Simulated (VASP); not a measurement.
# FePt (P4/mmm) in VASP: further runs, part 2 of 3

VASP 6.6.1. The steps go on from the part before.

### Step 3. Single point, LDA, collinear spin, ferromagnetic start

INCAR

```
SYSTEM = FePt
PREC     = Accurate       ! precision mode
ENCUT    = 520            ! plane-wave cutoff, eV
EDIFF    = 1E-7           ! SCF threshold, eV
ISMEAR   = -1             ! smearing method
SIGMA    = 0.05           ! smearing width, eV
LREAL    = .False.        ! projectors in reciprocal space
LASPH    = .True.         ! aspherical terms in the spheres
NELM     = 150            ! most SCF steps
ALGO     = Normal         ! electronic algorithm
ISIF     = 2              ! what is computed and relaxed
LWAVE    = .False.        ! write WAVECAR
LCHARG   = .False.        ! write CHGCAR
ISPIN    = 2              ! spin polarisation
MAGMOM   = 0 3            ! initial moments
LORBIT   = 11             ! projections on sites
LMAXMIX  = 4              ! l up to which the mixer works
GGA      = CA             ! functional
NBANDS   = 20             ! bands
```

KPOINTS

```
Automatic mesh
0
Gamma
  10 10 7
  0 0 0
```

POSCAR

```
FePt
1.0
    2.7415369495      0.0000000000      0.0000000000
    0.0000000000      2.7415369495      0.0000000000
    0.0000000000      0.0000000000      3.7446364796
Pt Fe
1 1
Direct
    0.5000000000      0.5000000000      0.5000000000
    0.0000000000      0.0000000000      0.0000000000
```

Potentials or basis: VASP PAW LDA potentials, release 64 (Pt, Fe).

On the command line:

```sh
cat potpaw_LDA.64/Pt/POTCAR potpaw_LDA.64/Fe/POTCAR > POTCAR
mpirun -np 1 vasp_std > vasp.out
```

OUTCAR:

```text
SYSTEM = FePt
   PREC = Accurate
   ENCUT = 520
   EDIFF = 1E-7
   ISMEAR = -1
   LREAL = .False.
   LASPH = .True.
   NELM = 150
   ISIF = 2
   ISPIN = 2
   LORBIT = 11
   GGA = CA

 ion  position               nearest neighbor table
   1  0.500  0.500  0.500-   2 2.70   2 2.70   2 2.70   2 2.70   2 2.70   2 2.70   2 2.70   2 2.70

   2  0.000  0.000  0.000-   1 2.70   1 2.70   1 2.70   1 2.70   1 2.70   1 2.70   1 2.70   1 2.70

  LATTYP: Found a simple tetragonal cell.
 ALAT       =     2.7415369495
 C/A-ratio  =     1.3658894805

  Lattice vectors:

 A1 = (   2.7415369495,   0.0000000000,   0.0000000000)
 A2 = (   0.0000000000,   2.7415369495,   0.0000000000)
 A3 = (   0.0000000000,   0.0000000000,   3.7446364796)

Analysis of symmetry for initial positions (statically):
=====================================================================
 Subroutine PRICEL returns:
 Original cell was already a primitive cell.

 Routine SETGRP: Setting up the symmetry group for a
 simple tetragonal supercell.

 Subroutine GETGRP returns: Found 16 space group operations
 (whereof 16 operations were pure point group operations)
 out of a pool of 16 trial point group operations.

The static configuration has the point symmetry D_4h.

Analysis of symmetry for dynamics (positions and initial velocities):
=====================================================================
 Subroutine PRICEL returns:
 Original cell was already a primitive cell.

 Routine SETGRP: Setting up the symmetry group for a
 simple tetragonal supercell.

 Subroutine GETGRP returns: Found 16 space group operations
 (whereof 16 operations were pure point group operations)
 out of a pool of 16 trial point group operations.

The dynamic configuration has the point symmetry D_4h.

Analysis of structural, dynamic, and magnetic symmetry:
=====================================================================
 Subroutine PRICEL returns:
 Original cell was already a primitive cell.

 Routine SETGRP: Setting up the symmetry group for a
 simple tetragonal supercell.

[... 146 lines left out ...]
  ---------------------------------------------------
  free energy    TOTEN  =       -16.89975240 eV

  energy without entropy =      -16.88808902  energy(sigma->0) =      -16.89392071

 E-fermi :   8.2102     XC(G=0): -13.1963

 val. band max:        8.2019389499   @ k =   0.5000   0.4000   0.1429
 cond. band min:       8.2121298672   @ k =   0.3000   0.2000   0.0000
 fundamental gap:      0.0101909172
 Fermi energy:         8.2102255458

 spin component 1

 k-point     1 :       0.0000    0.0000    0.0000
  band No.  band energies     occupation
      1      -1.2186      1.00000
      2       2.0822      1.00000
      3       2.2077      1.00000
      4       4.9474      1.00000
      5       4.9474      1.00000
      6       5.4824      1.00000
[... 541 lines left out ...]
     19      30.9680      0.00000
     20      31.1574      0.00000

 [... further k-points ...]

 spin component 2

 k-point     1 :       0.0000    0.0000    0.0000
  band No.  band energies     occupation
      1      -0.9866      1.00000
      2       2.5614      1.00000
      3       2.6091      1.00000
      4       5.8880      1.00000
      5       5.8880      1.00000
      6       7.4393      1.00000
[... 541 lines left out ...]
     19      31.2677      0.00000
     20      31.4739      0.00000

 [... further k-points ...]

------------------------ aborting loop because EDIFF is reached ----------------------------------------

  FORCE on cell =-STRESS in cart. coord.  units (eV):
  Direction    XX          YY          ZZ          XY          YZ          ZX
  --------------------------------------------------------------------------------------
  -------------------------------------------------------------------------------------
  Total       -2.9505065     -2.9505065     -2.7095430      0.0000000      0.0000000      0.0000000
  in kB     -167.9613242   -167.9613242   -154.2441723      0.0000000      0.0000000      0.0000000
  external PRESSURE =    -163.3889402 kB  Pullay stress =       0.0000000 kB

 VOLUME and BASIS-vectors are now :
 -----------------------------------------------------------------------------
  energy-cutoff  :      520.00
  volume of cell :       28.14
      direct lattice vectors                 reciprocal lattice vectors
     2.741536949  0.000000000  0.000000000     0.364758899  0.000000000  0.000000000
     0.000000000  2.741536949  0.000000000     0.000000000  0.364758899  0.000000000
     0.000000000  0.000000000  3.744636480     0.000000000  0.000000000  0.267048619

 POSITION                                       TOTAL-FORCE (eV/Angst)
 -----------------------------------------------------------------------------------
      1.37077      1.37077      1.87232         0.000000      0.000000      0.000000
      0.00000      0.00000      0.00000         0.000000      0.000000      0.000000
 -----------------------------------------------------------------------------------
    total drift:                               -0.000000      0.000000      0.000000

  FREE ENERGIE OF THE ION-ELECTRON SYSTEM (eV)
  ---------------------------------------------------
  free  energy   TOTEN  =       -16.8997523970 eV

  energy  without entropy=      -16.8880890178  energy(sigma->0) =      -16.89392071

 total charge

# of ion       s       p       d       tot
------------------------------------------
    1        0.702   0.633   8.039   9.374
    2        0.404   0.433   6.141   6.978
--------------------------------------------------
tot          1.107   1.066  14.180  16.352

 magnetization (x)

# of ion       s       p       d       tot
------------------------------------------
    1       -0.022  -0.051   0.416   0.343
    2        0.002  -0.002   2.822   2.823
--------------------------------------------------
tot         -0.020  -0.052   3.238   3.166
```

stdout:

```text
POSCAR found type information on POSCAR PtFe
 POSCAR found :  2 types and       2 ions
 scaLAPACK will be used
 LDA part: xc-table for (Slater(with rela. corr.)+CA(PZ))
 , standard interpolation
 POSCAR, INCAR and KPOINTS ok, starting setup
 FFT: planning ... GRIDC
 FFT: planning ... GRID_SOFT
 FFT: planning ... GRID
 WAVECAR not read
 entering main loop
```

It took 58 s on 1 thread of Intel Xeon Platinum 8488C (Sapphire Rapids), shared host; peak memory 0.19 GiB.

Results:

```yaml
Free_energy: -16.8998 eV
Pressure: -16.3 GPa
Net_moment: 3.21 μB per cell
Site_moments: Pt +0.34; Fe +2.82 μB
Valence_electrons_inside_the_program's_atomic_spheres: Pt 9.37; Fe 6.98
```

Levels at points of the mesh, in eV from the Fermi level:
Spin up:
```tsv
k point	band 9	band 10	band 11	band 12	band 13	band 14
(0.00, 0.00, 0.00)	-0.44	-0.28	-0.28	2.27	9.61	11.51
(0.50, 0.00, 0.00)	-1.91	-1.58	0.28	1.98	10.38	10.43
(0.50, 0.50, 0.00)	-0.33	0.54	1.60	1.60	7.45	9.87
```
Spin down:
| k point | band 5 | band 6 | band 7 | band 8 | band 9 | band 10 | band 11 | band 12 |
| --- | --- | --- | --- | --- | --- | --- | --- | --- |
| (0.00, 0.00, 0.00) | -2.32 | -0.77 | -0.74 | 0.44 | 1.45 | 1.58 | 1.58 | 2.57 |
| (0.50, 0.00, 0.00) | -2.38 | -1.35 | -1.16 | -0.92 | 0.33 | 0.63 | 2.27 | 2.48 |
| (0.50, 0.50, 0.00) | 0.83 | 1.08 | 1.45 | 1.65 | 1.65 | 1.71 | 1.88 | 1.88 |

Caveat: the cell stands under tension; spin-orbit coupling is left out, which moves the levels of the heavy elements.

(Continued in part 3 of 3.)
